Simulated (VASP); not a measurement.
Zn2CdTe3, 6 atoms in the cell. It takes space group P3m1 (No. 156, trigonal). The conventional cell has a = 4.422 Å, b = 4.422 Å, c = 10.890 Å, α = 90.00°, β = 90.00°, γ = 120.00°. Within 3.5 Å of Zn (site symmetry 3m) lie 4 Te at 2.65 to 2.69 Å. Zn (site symmetry 3m) has 4 Te at 2.64 to 2.69 Å within 3.5 Å. Cd (site symmetry 3m) has 4 Te at 2.78 to 2.82 Å within 3.7 Å. Te (site symmetry 3m) has 3 Zn at 2.69 Å and 1 Cd at 2.82 Å within 3.5 Å. Within 3.5 Å of Te (site symmetry 3m) lie 4 Zn at 2.65 to 2.69 Å. Within 3.5 Å of Te (site symmetry 3m) lie 1 Zn at 2.64 Å and 3 Cd at 2.78 Å. 

| Property | Result |
| --- | --- |
| Program | VASP 6.6.1 |
| Task | relaxation of shape and atoms at fixed volume |
| Functional | PBE |
| Potentials or basis | VASP PAW PBE potentials, release 64 (Zn, Cd, Te) |
| Cutoff | 600 eV |
| k mesh | 6 × 6 × 4 |
| Occupations | gaussian, width 0.02 eV |
| Spin | no spin polarisation |
| Dipole correction | no |
| Further INCAR settings | ALGO = Normal; EDIFF = 1e-06; IBRION = 2; EDIFFG = -0.01; NSW = 50; ISIF = 4 |

Potentials or basis: VASP PAW PBE potentials, release 64 (Zn, Cd, Te).

Launch:

```sh
$ cat potpaw_PBE.64/Zn/POTCAR potpaw_PBE.64/Cd/POTCAR potpaw_PBE.64/Te/POTCAR > POTCAR
$ mpirun -np 1 vasp_std > vasp.out
```

Hardware: 1 thread of Intel Xeon 8259CL, on a shared host.

Question: Estimate the wall time of this run.

Answer: Run time: 15 min on 1 thread of Intel Xeon 8259CL, on a shared host, peak memory 0.47 GiB. Counts: scf iterations 41, k points 24, ion steps 6.
